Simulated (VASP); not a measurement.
Write the native input for VASP 6.6.1 that does the following.

```yaml
Task: single point
Functional: PBE
Potentials_or_basis: VASP PAW PBE potentials, release 64 (Si, Mo_sv)
Cutoff: 520 eV
k_mesh: 3 × 3 × 3
Occupations: gaussian, width 0.2 eV
Spin: no spin polarisation
Dipole_correction: no
Further_INCAR_settings: ALGO = Normal; EDIFF = 1e-06; NBANDS = 71
```

The structure of Si4Mo3 lies in POSCAR:

```
Si4Mo3
1.0
   -3.7265000753      3.7265000753      3.7265000753
    3.7265000753     -3.7265000753      3.7265000753
    3.7265000753      3.7265000753     -3.7265000753
Si Mo
8 6
Direct
    0.5000000000      0.0000000000      0.3343147187
    0.0000000000      0.3343147187      0.5000000000
    0.5000000000      0.0000000000      0.8343147187
    0.3343147187      0.5000000000      0.0000000000
    0.8343147187      0.5000000000      0.0000000000
    0.0000000000      0.8343147187      0.5000000000
    0.6656852813      0.6656852813      0.6656852813
    0.1656852813      0.1656852813      0.1656852813
    0.3750000000      0.2500000000      0.6250000000
    0.6250000000      0.3750000000      0.2500000000
    0.7500000000      0.8750000000      0.1250000000
    0.1250000000      0.7500000000      0.8750000000
    0.2500000000      0.6250000000      0.3750000000
    0.8750000000      0.1250000000      0.7500000000
```

One way to write it, as run:

INCAR

```
SYSTEM = Si4Mo3
  ALGO = Normal
  EDIFF = 1E-6
  ENCUT = 520
  GGA = PE
  ISIF = 2
  ISMEAR = 0
  LASPH = .True.
  LCHARG = .True.
  LELF = .True.
  LREAL = .False.
  LVHAR = .True.
  LWAVE = .False.
  NBANDS = 71
  NELM = 60
  PREC = Accurate
  SIGMA = 0.2
```

KPOINTS

```
k-points
0
Gamma
  3 3 3
  0 0 0
```

Potentials or basis: VASP PAW PBE potentials, release 64 (Si, Mo_sv).

Command:

```sh
$ cat potpaw_PBE.64/Si/POTCAR potpaw_PBE.64/Mo_sv/POTCAR > POTCAR
$ mpirun -np 1 vasp_std > vasp.out
```

It gave:

The pressure is -0.4 GPa. The largest force is 0.003 eV/Å.

Caveat: the k points lie up to 0.40 Å⁻¹ apart.

It took 52 s on 1 thread of Intel(R) Xeon(R) Platinum 8559C (Emerald Rapids), with other jobs on the host, peak memory 0.34 GiB.
